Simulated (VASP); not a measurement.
A run of VASP 6.6.1 is set up as follows.

Contents of POSCAR:

```
K2S
1.0
    3.6955000000      3.6955000000      0.0000000000
   -3.6955000000      3.6955000000      0.0000000000
    0.0000000000      3.6955000000      3.6955000000
K S
2 1
Direct
    0.2500000000      0.7500000000      0.5000000000
    0.7500000000      0.2500000000      0.5000000000
    0.0000000000      0.0000000000      0.0000000000
```

The input INCAR.step1:

```
SYSTEM = K2S
  ALGO = Normal
  EDIFF = 1E-5
  EDIFFG = -0.005
  ENCUT = 550
  GGA = PE
  GGA_COMPAT = .False.
  IBRION = 2
  ISIF = 3
  ISMEAR = -1
  LASPH = .True.
  LCHARG = .False.
  LREAL = .False.
  LWAVE = .True.
  NELM = 120
  NELMIN = 4
  NSW = 100
  PREC = Accurate
  SIGMA = 0.08
```

File INCAR.step2:

```
SYSTEM = K2S
  ALGO = Normal
  EDIFF = 1E-7
  EDIFFG = -0.002
  ENCUT = 550
  GGA_COMPAT = .False.
  IBRION = 2
  ISIF = 3
  ISMEAR = -1
  ISTART = 1
  LASPH = .True.
  LCHARG = .False.
  LMIXTAU = .True.
  LREAL = .False.
  LWAVE = .False.
  METAGGA = R2SCAN
  NELM = 120
  NELMIN = 4
  NSW = 100
  PREC = Accurate
  SIGMA = 0.08
```

Contents of KPOINTS:

```
k-points
0
Gamma
  10 10 10
  0 0 0
```

Potentials or basis: VASP PAW PBE potentials, release 64 (K_sv, S).

Run with:

```console
$ cat potpaw_PBE.64/K_sv/POTCAR potpaw_PBE.64/S/POTCAR > POTCAR
$ cp INCAR.step1 INCAR
$ mpirun -np 1 vasp_std > vasp.out
$ cp INCAR.step2 INCAR
$ mpirun -np 1 vasp_std > vasp.out
```

Q: Predict the space group after relaxing (to 0.1 Å).

A: Fm-3m (No. 225).

Q: Estimate the relaxed cell.

A: a = 5.239 Å, b = 5.239 Å, c = 5.239 Å, α = 60.00°, β = 60.00°, γ = 90.00°.

Step by step:
| step | energy change (eV) | largest force (eV/Å) | pressure (GPa) | volume (Å³) |
| --- | --- | --- | --- | --- |
| 1 | 0.0000 | 0.0000 | 0.14 | 100.94 |
| 2 | -0.0003 | 0.0000 | 0.06 | 101.38 |
| 3 | -0.0003 | 0.0000 | 0.01 | 101.60 |
| 4 | -0.0003 | 0.0000 | 0.00 | 101.67 |

Caveat: the PAW data sets were made with another functional, which shifts forces and pressure a little. Zero-point motion and thermal expansion aren't in these numbers.
